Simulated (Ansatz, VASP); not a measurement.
## One calculation of MgO, two programs

INCAR

```
SYSTEM = MgO
PREC     = Accurate       ! precision mode
ENCUT    = 600            ! plane-wave cutoff, eV
EDIFF    = 1E-6           ! SCF threshold, eV
ISMEAR   = 1              ! smearing method
SIGMA    = 0.3            ! smearing width, eV
LREAL    = .FALSE.        ! projectors in reciprocal space
LASPH    = .TRUE.         ! aspherical terms in the spheres
NELM     = 120            ! most SCF steps
ALGO     = Normal         ! electronic algorithm
ISIF     = 2              ! what is computed and relaxed
LWAVE    = .FALSE.        ! write WAVECAR
LCHARG   = .FALSE.        ! write CHGCAR
GGA      = PE             ! functional
NBANDS   = 11             ! bands
GGA_COMPAT= .FALSE.
```

Contents of KPOINTS:

```
Automatic mesh
0
G
  7 7 7
  0 0 0
```

File POSCAR:

```
MgO
1.0
    0.0000000000      2.1620000000      2.1620000000
    2.1620000000      0.0000000000      2.1620000000
    2.1620000000      2.1620000000      0.0000000000
Mg O
1 1
Direct
    0.0000000000      0.0000000000      0.0000000000
    0.5000000000      0.5000000000      0.5000000000
```

Input for Ansatz:

```yaml
crystal:
  lattice:
    - [0.0, 2.162, 2.162]
    - [2.162, 0.0, 2.162]
    - [2.162, 2.162, 0.0]
  atoms:
    - { symbol: Mg, position: [0.0, 0.0, 0.0] }
    - { symbol: O, position: [0.5, 0.5, 0.5] }
hamiltonian:
  xc: pbe
  pseudopotentials: { kind: paw }
basis:
  ecutwfc: 420
kpoints:
  mp_grid: { grid: [7, 7, 7] }
scf:
  occupations: { method: methfessel_paxton, width: 0.3 }
  lower_state_search: "off"
  max_iter: 100
output:
  forces: true
  stress: true
```

Alike in both runs: task single point; functional PBE; k mesh 7 × 7 × 7; occupations methfessel-paxton of order 1, width 0.3 eV; no spin polarisation.

```csv
,VASP,Ansatz
version,VASP 6.6.1,Ansatz 0.2.0
potentials or method,"VASP PAW PBE potentials, release 64 (Mg, O), cutoff 600 eV","PAW, plane waves, scalar-relativistic"
valence electrons in the cell,8,16
```

```tsv
	VASP	Ansatz	Ansatz less VASP
pressure (GPa)	-7.7	-6.6	+1.05
```

VASP's potentials hold 8 valence electrons a cell and Ansatz's 16, so a difference there can come from the potentials and not from the codes.
